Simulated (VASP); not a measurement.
# TiAl3 (P4mm) in VASP: notebook

The runs below take TiAl3 through single point, with PBEsol.

Program: VASP 6.6.1. These are calculated values, not measurements. Logs are shortened: lines on timing, memory, paths and dates and some standing lists are left out, and cuts for length are marked.

### 1 The cell of the first run

The structure is tetragonal, space group P4mm (No. 99). Conventional cell: a = 3.948 Å, b = 3.948 Å, c = 12.845 Å, α = 90.00°, β = 90.00°, γ = 90.00°. Within 3.7 Å of Ti (site symmetry 4mm) lie 12 Al at 2.79 Å. Ti (site symmetry 4mm) has 12 Al at 2.79 Å within 3.7 Å. Ti (site symmetry 4mm) has 12 Al at 2.79 to 3.57 Å within 3.7 Å. Al (site symmetry 2mm) has 4 Ti at 2.79 to 3.57 Å and 8 Al at 2.79 to 3.57 Å within 3.7 Å. Al (site symmetry 2mm) has 4 Ti at 2.79 Å and 8 Al at 2.79 Å within 3.7 Å. Al (site symmetry 2mm) has 4 Ti at 2.79 Å and 8 Al at 2.79 Å within 3.7 Å. Within 3.7 Å of Al (site symmetry 4mm) lie 8 Al at 2.79 to 3.57 Å and 4 Ti at 2.79 Å. Al (site symmetry 4mm) has 8 Al at 2.79 Å and 4 Ti at 2.79 Å within 3.7 Å.

### 2 Single point, PBEsol

The input, INCAR:

```
ALGO = Normal
EDIFF = 1E-6
ENCUT = 500
GGA = PS
GGA_COMPAT = F
ISIF = 2
ISMEAR = 0
LASPH = T
LCHARG = F
LREAL = F
LWAVE = F
NBANDS = 44
NELECT = 64.0
NELM = 120
PREC = Accurate
SIGMA = 0.15
```

The input, KPOINTS:

```
Automatic mesh
0
Gamma
  12 12 4
  0.5 0.5 0.5
```

The input, POSCAR:

```
TiAl3
1.0
    0.0000000000     -3.9483448101      0.0000000000
    0.0000000000      0.0000000000     -3.9483448101
   12.8450344303      0.0000000000      0.0000000000
Ti Al
3 9
Direct
    0.0000000000      1.0000000000      0.2305218570
    0.0000000000      1.0000000000      0.5379048252
    0.0000000000      1.0000000000      0.8452877935
    0.5000000000      0.0000000000      0.0768303729
    0.5000000000      0.0000000000      0.3842133411
    0.5000000000      0.0000000000      0.6915963094
    0.0000000000      0.5000000000      0.0768303729
    0.0000000000      0.5000000000      0.3842133411
    0.0000000000      0.5000000000      0.6915963094
    0.5000000000      0.5000000000      0.8452877935
    0.5000000000      0.5000000000      0.2305218570
    0.5000000000      0.5000000000      0.5379048252
```

Potentials or basis: VASP PAW PBE potentials, release 64 (Ti_sv, Al).

On the command line:

```console
> cat potpaw_PBE.64/Ti_sv/POTCAR potpaw_PBE.64/Al/POTCAR > POTCAR
> mpirun -np 1 vasp_std > vasp.out
```

OUTCAR:

```text
EDIFF = 1E-6
   ENCUT = 500
   GGA = PS
   ISIF = 2
   ISMEAR = 0
   LASPH = T
   LREAL = F
   NELECT = 64.0
   NELM = 120
   PREC = Accurate

 ion  position               nearest neighbor table
   1  0.000  0.000  0.231-   4 2.79   5 2.79   7 2.79   8 2.79   7 2.79   8 2.79   4 2.79   5 2.79
                            11 2.79  11 2.79  11 2.79  11 2.79
   2  0.000  0.000  0.538-   5 2.79   8 2.79   8 2.79   5 2.79  12 2.79  12 2.79  12 2.79  12 2.79
                             9 2.79   6 2.79   9 2.79   6 2.79
   3  0.000  0.000  0.845-   6 2.79   9 2.79   9 2.79   6 2.79  10 2.79  10 2.79  10 2.79  10 2.79
[... 15 lines left out ...]
  11  0.500  0.500  0.231-   4 2.79   5 2.79   7 2.79   8 2.79   4 2.79   5 2.79   7 2.79   8 2.79
                             1 2.79   1 2.79   1 2.79   1 2.79
  12  0.500  0.500  0.538-   5 2.79   8 2.79   5 2.79   8 2.79   2 2.79   2 2.79   2 2.79   2 2.79
                             6 2.79   9 2.79   9 2.79   6 2.79

  LATTYP: Found a simple tetragonal cell.
 ALAT       =     3.9483448101
 C/A-ratio  =     3.2532706863

  Lattice vectors:

 A1 = (   0.0000000000,  -3.9483448101,   0.0000000000)
 A2 = (   0.0000000000,   0.0000000000,  -3.9483448101)
 A3 = (  12.8450344303,   0.0000000000,   0.0000000000)

Analysis of symmetry for initial positions (statically):
=====================================================================
 Subroutine PRICEL returns:
 Original cell was already a primitive cell.

 Routine SETGRP: Setting up the symmetry group for a
 simple tetragonal supercell.

 Subroutine GETGRP returns: Found  8 space group operations
 (whereof  8 operations were pure point group operations)
 out of a pool of 16 trial point group operations.

The static configuration has the point symmetry C_4v.

Analysis of symmetry for dynamics (positions and initial velocities):
=====================================================================
 Subroutine PRICEL returns:
 Original cell was already a primitive cell.

 Routine SETGRP: Setting up the symmetry group for a
 simple tetragonal supercell.

 Subroutine GETGRP returns: Found  8 space group operations
 (whereof  8 operations were pure point group operations)
 out of a pool of 16 trial point group operations.

The dynamic configuration has the point symmetry C_4v.

 Subroutine INISYM returns: Found  8 space group operations
 (whereof  8 operations are pure point group operations),
 and found     1 'primitive' translations

----------------------------------------------------------------------------------------

                                     Primitive cell

  volume of cell :     200.2467

  direct lattice vectors                    reciprocal lattice vectors
     0.000000000 -3.948344810  0.000000000     0.000000000 -0.253270686  0.000000000
     0.000000000  0.000000000 -3.948344810     0.000000000  0.000000000 -0.253270686
    12.845034430  0.000000000  0.000000000     0.077851095  0.000000000  0.000000000

  length of vectors
     3.948344810  3.948344810 12.845034430     0.253270686  0.253270686  0.077851095

  position of ions in fractional coordinates (direct lattice)
     0.000000000  0.000000000  0.230521857
     0.000000000  0.000000000  0.537904825
     0.000000000  0.000000000  0.845287793
     0.500000000  0.000000000  0.076830373
     0.500000000  0.000000000  0.384213341
     0.500000000  0.000000000  0.691596309
     0.000000000  0.500000000  0.076830373
     0.000000000  0.500000000  0.384213341
     0.000000000  0.500000000  0.691596309
     0.500000000  0.500000000  0.845287793
     0.500000000  0.500000000  0.230521857
     0.500000000  0.500000000  0.537904825

  ion indices of the primitive-cell ions
   primitive index   ion index
                 1           1
                 2           2
                 3           3
                 4           4
                 5           5
                 6           6
                 7           7
                 8           8
                 9           9
                10          10
                11          11
                12          12

----------------------------------------------------------------------------------------

 KPOINTS: Automatic mesh

Automatic generation of k-mesh.
 Grid dimensions read from file:
 generate k-points for:   12   12    4

 Generating k-lattice:

  Cartesian coordinates                     Fractional coordinates (reciprocal lattice)
     0.000000000 -0.021105891  0.000000000     0.083333333  0.000000000  0.000000000
     0.000000000  0.000000000 -0.021105891     0.000000000  0.083333333  0.000000000
     0.019462774  0.000000000  0.000000000     0.000000000  0.000000000  0.250000000

  Length of vectors
     0.021105891  0.021105891  0.019462774

  Shift w.r.t. Gamma in fractional coordinates (k-lattice)
     0.500000000  0.500000000  0.500000000

 Subroutine IBZKPT returns following result:
 ===========================================

 Found     42 irreducible k-points:

 Following reciprocal coordinates:
            Coordinates               Weight
  0.041667  0.041667  0.125000      8.000000
  0.125000  0.041667  0.125000     16.000000
  0.208333  0.041667  0.125000     16.000000
  0.291667  0.041667  0.125000     16.000000
  0.375000  0.041667  0.125000     16.000000
  0.458333  0.041667  0.125000     16.000000
[... 16 lines left out ...]
  0.125000  0.041667  0.375000     16.000000
  0.208333  0.041667  0.375000     16.000000
 [... further k-points ...]
   k-points           NKPTS =     42   k-points in BZ     NKDIM =     42   number of bands    NBANDS=     44
   number of dos      NEDOS =    301   number of ions     NIONS =     12
   total plane-waves  NPLWV =  86400
   dimension x,y,z NGX =    30 NGY =   30 NGZ =   96
   dimension x,y,z NGXF=    60 NGYF=   60 NGZF=  192
   ions per type =               3   9
   NGX,Y,Z   is equivalent  to a cutoff of  12.63, 12.63, 12.42 a.u.
   NGXF,Y,Z  is equivalent  to a cutoff of  25.26, 25.26, 24.85 a.u.
 SYSTEM =  unknown system
   PREC   = accura    normal or accurate (medium, high low for compatibility)
   ISTART =      0    job   : 0-new  1-cont  2-samecut
   ICHARG =      2    charge: 1-file 2-atom 10-const
   ISPIN  =      1    spin polarized calculation?
   LNONCOLLINEAR =      F non collinear calculations
   LSORBIT =      F    spin-orbit coupling
   LASPH  =      T    aspherical Exc in radial PAW
   ENCUT  =  500.0 eV  36.75 Ry    6.06 a.u.   7.20  7.20 23.42*2*pi/ulx,y,z
   NELM   =    120;   NELMIN=  2; NELMDL= -5     # of ELM steps
   EDIFF  = 0.1E-05   stopping-criterion for ELM
   LREAL  =      F    real-space projection
   EDIFFG = 0.1E-04   stopping-criterion for IOM
   NSW    =      0    number of steps for IOM
   IBRION =     -1    ionic relax: 0-MD 1-quasi-New 2-CG
   NFREE  =      0    steps in history (QN), initial steepest desc. (CG)
   ISIF   =      2    stress and relaxation
   ISYM   =      2    0-nonsym 1-usesym 2-fastsym
   POTIM  = 0.5000    time-step for ionic-motion
   TEBEG  =    0.0;   TEEND  =   0.0 temperature during run
   PSTRESS=    0.0 pullay stress
   NELECT =      64.0000    total number of electrons
   NUPDOWN=      -1.0000    fix difference up-down
   EMIN   =  10.00;   EMAX   =-10.00  energy-range for DOS
   EFERMI =   0.00;   METHOD = LEGACY
   ISMEAR =     0;   SIGMA  =   0.15  broadening in eV -4-tet -1-fermi 0-gaus
   EFERMI_NEDOS =   21; number of points for ismear=-14 and -15
   IALGO  =     38    algorithm
   IMIX   =      4    mixing-type and parameters
     AMIX     =   0.40;   BMIX     =  1.00
     AMIX_MAG =   1.60;   BMIX_MAG =  1.00
  volume/ion in A,a.u.               =      16.69       112.61
  Fermi-wavevector in a.u.,A,eV,Ry     =   1.119300  2.115170 17.045809  1.252832
  Thomas-Fermi vector in A             =   2.255938
   LORBIT       =      0    0 simple, 1 ext, 2 COOP (PROOUT), +10 PAW based schemes
   GGA     = PS    functional components
   LHFCALC =     F    Hartree Fock is set to
   AEXX    =    0.0000 exact exchange contribution
   IVDW    =     0    specifies the selected vdW correction
   LEPSILON=     F    determine dielectric tensor
   LRPA    =     F    only Hartree local field effects (RPA)
 non-spin polarized calculation
 Gauss-broadening in eV      SIGMA  =   0.15
  energy-cutoff  :      500.00
  volume of cell :      200.25
 maximum number of plane-waves:      5102
 NGX is ok and might be reduce to    30
   NGX = 15   NGY = 15   NGZ = 47

 number of electron      63.9999988 magnetization

 Free energy of the ion-electron system (eV)
  ---------------------------------------------------
  ext. energy  EPLUGINS =         0.00000000
  ---------------------------------------------------
  free energy    TOTEN  =       -56.58822779 eV

  energy without entropy =      -56.50203019  energy(sigma->0) =      -56.54512899

 E-fermi :   8.1960     XC(G=0): -10.6381

 val. band max:        8.1957313608   @ k =   0.1250   0.0417   0.1250
 cond. band min:       8.2033863431   @ k =   0.1250   0.1250   0.1250
 fundamental gap:      0.0076549823
 Fermi energy:         8.1960424675

 k-point     1 :       0.0417    0.0417    0.1250
  band No.  band energies     occupation
      1     -48.6585      2.00000
      2     -48.4932      2.00000
      3     -48.4423      2.00000
      4     -25.1224      2.00000
      5     -25.0026      2.00000
      6     -25.0026      2.00000
[... 1117 lines left out ...]
     43      10.5621      0.00000
     44      10.8572      0.00000

 [... further k-points ...]

------------------------ aborting loop because EDIFF is reached ----------------------------------------

  FORCE on cell =-STRESS in cart. coord.  units (eV):
  Direction    XX          YY          ZZ          XY          YZ          ZX
  --------------------------------------------------------------------------------------
  -------------------------------------------------------------------------------------
  Total        6.4957797      6.6746210      6.6746210      0.0000000      0.0000000      0.0000000
  in kB       51.9728400     53.4037526     53.4037526      0.0000000      0.0000000      0.0000000
  external PRESSURE =      52.9267818 kB  Pullay stress =       0.0000000 kB

 VOLUME and BASIS-vectors are now :
 -----------------------------------------------------------------------------
  energy-cutoff  :      500.00
  volume of cell :      200.25
      direct lattice vectors                 reciprocal lattice vectors
     0.000000000 -3.948344810  0.000000000     0.000000000 -0.253270686  0.000000000
     0.000000000  0.000000000 -3.948344810     0.000000000  0.000000000 -0.253270686
    12.845034430  0.000000000  0.000000000     0.077851095  0.000000000  0.000000000

 POSITION                                       TOTAL-FORCE (eV/Angst)
 -----------------------------------------------------------------------------------
      2.96106      0.00000      0.00000         0.508317      0.000000      0.000000
      6.90941      0.00000      0.00000         0.047080      0.000000     -0.000000
     10.85775      0.00000      0.00000         0.296978      0.000000     -0.000000
      0.98689     -1.97417      0.00000        -0.947209      0.000000     -0.000000
      4.93523     -1.97417      0.00000        -0.032834     -0.000000     -0.000000
      8.88358     -1.97417      0.00000         0.231669      0.000000     -0.000000
      0.98689      0.00000     -1.97417        -0.947209      0.000000     -0.000000
      4.93523      0.00000     -1.97417        -0.032834      0.000000     -0.000000
      8.88358      0.00000     -1.97417         0.231669      0.000000     -0.000000
     10.85775     -1.97417     -1.97417         0.907810      0.000000      0.000000
      2.96106     -1.97417     -1.97417        -0.239231      0.000000     -0.000000
      6.90941     -1.97417     -1.97417        -0.024207      0.000000      0.000000
 -----------------------------------------------------------------------------------
    total drift:                               -0.000624      0.000000     -0.000000

  FREE ENERGIE OF THE ION-ELECTRON SYSTEM (eV)
  ---------------------------------------------------
  free  energy   TOTEN  =       -56.5882277863 eV

  energy  without entropy=      -56.5020301932  energy(sigma->0) =      -56.54512899
```

Run time: 6.5 min. Hardware: 1 thread of Intel Xeon Platinum 8488C (Sapphire Rapids), shared host; peak memory 0.44 GiB.

What came out:

| Property | Result |
| --- | --- |
| Free energy | -56.5882 eV |
| Largest force | 0.947 eV/Å |

Forces in eV/Å, atoms in the order of the input:
```
Ti   0.508  0.000  0.000
Ti   0.047  0.000  0.000
Ti   0.297  0.000  0.000
Al  -0.947  0.000  0.000
Al  -0.033  0.000  0.000
Al   0.232  0.000  0.000
Al  -0.947  0.000  0.000
Al  -0.033  0.000  0.000
Al   0.232  0.000  0.000
Al   0.908  0.000  0.000
Al  -0.239  0.000  0.000
Al  -0.024  0.000  0.000
```

Levels at points of the mesh, in eV from the Fermi level:
```tsv
k point	band 28	band 29	band 30	band 31	band 32	band 33	band 34	band 35	band 36	band 37
(0.04, 0.04, 0.12)	-1.48	-0.74	-0.17	-0.03	0.08	0.15	0.25	0.35	0.41	0.62
```

Caveat: the cell carries a net charge on a neutralising background, which shifts energy and pressure; the cell is charged against a uniform background, so pressure and absolute levels hang on convention; the PAW data sets were made with another functional, which shifts forces and pressure a little.

### 3 Single point, PBEsol (the distance across one plane changed)

The input, INCAR:

```
PREC = Accurate
ENCUT = 500
EDIFF = 1E-6
ISMEAR = 0
SIGMA = 0.15
LREAL = False
LASPH = True
NELM = 120
ALGO = Normal
ISIF = 2
LWAVE = False
LCHARG = False
GGA = PS
NBANDS = 44
GGA_COMPAT = False
```

The input, KPOINTS:

```
Automatic mesh
0
Gamma
  12 12 4
```

The input, POSCAR:

```
TiAl3
1.0
    0.0000000000     -3.9483448101      0.0000000000
    0.0000000000      0.0000000000     -3.9483448101
   13.3450344303      0.0000000000      0.0000000000
Ti Al
3 9
Direct
    0.0000000000      1.0000000000      0.2218848670
    0.0000000000      1.0000000000      0.5177510809
    0.0000000000      1.0000000000      0.8136172947
    0.5000000000      0.0000000000      0.0739517601
    0.5000000000      0.0000000000      0.3698179740
    0.5000000000      0.0000000000      0.6656841878
    0.0000000000      0.5000000000      0.0739517601
    0.0000000000      0.5000000000      0.3698179740
    0.0000000000      0.5000000000      0.6656841878
    0.5000000000      0.5000000000      0.8136172947
    0.5000000000      0.5000000000      0.2218848670
    0.5000000000      0.5000000000      0.5177510809
```

Potentials or basis: VASP PAW PBE potentials, release 64 (Ti_sv, Al).

On the command line:

```console
> cat potpaw_PBE.64/Ti_sv/POTCAR potpaw_PBE.64/Al/POTCAR > POTCAR
> mpirun -np 1 vasp_std > vasp.out
```

Wall time 13 min (1 thread of Intel Xeon Platinum 8488C (Sapphire Rapids), shared host); peak memory 0.65 GiB.

Results (log left out):

| Item | Value |
| --- | --- |
| Free energy | -64.0047 eV |
| Pressure | -2.7 GPa |
| Largest force | 0.890 eV/Å |
| Band gap on the k mesh | zero (an odd number of electrons rules out a gap without spin polarisation) |

Forces on the atoms (eV/Å):
```
Ti   0.438  0.000  0.000
Ti  -0.019  0.000  0.000
Ti  -0.137  0.000  0.000
Al  -0.733  0.000  0.000
Al  -0.023  0.000  0.000
Al   0.302  0.000  0.000
Al  -0.733  0.000  0.000
Al  -0.023  0.000  0.000
Al   0.302  0.000  0.000
Al   0.890  0.000  0.000
Al  -0.243  0.000  0.000
Al  -0.021  0.000  0.000
```

Stress tensor (GPa, compression positive):
```
-2.14  0.00  0.00
 0.00 -2.95  0.00
 0.00  0.00 -2.95
```

Levels at points of the mesh, in eV from the Fermi level:
```csv
k point,band 27,band 28,band 29,band 30,band 31,band 32,band 33,band 34,band 35,band 36
"(0.00, 0.00, 0.00)",-1.27,-1.27,-0.64,-0.35,0.25,0.29,0.29,0.39,0.56,0.56
"(0.50, 0.00, 0.00)",-1.02,-0.97,-0.72,-0.48,-0.01,0.35,0.64,0.77,0.92,1.00
"(0.50, 0.50, 0.00)",-2.83,-2.32,-1.98,-1.98,-0.66,-0.66,0.13,0.75,0.91,0.91
"(0.00, 0.00, 0.50)",-1.27,-1.27,-1.07,0.25,0.30,0.30,0.39,0.51,0.53,0.53
"(0.50, 0.00, 0.50)",-1.03,-0.95,-0.44,-0.31,-0.07,0.27,0.59,0.77,0.86,1.00
"(0.50, 0.50, 0.50)",-2.92,-1.83,-1.80,-1.80,-0.80,-0.80,-0.58,0.44,0.95,0.95
```

Caveat: the cell differs from its parent crystal (the distance across one plane changed); the PAW data sets were made with another functional, which shifts forces and pressure a little.
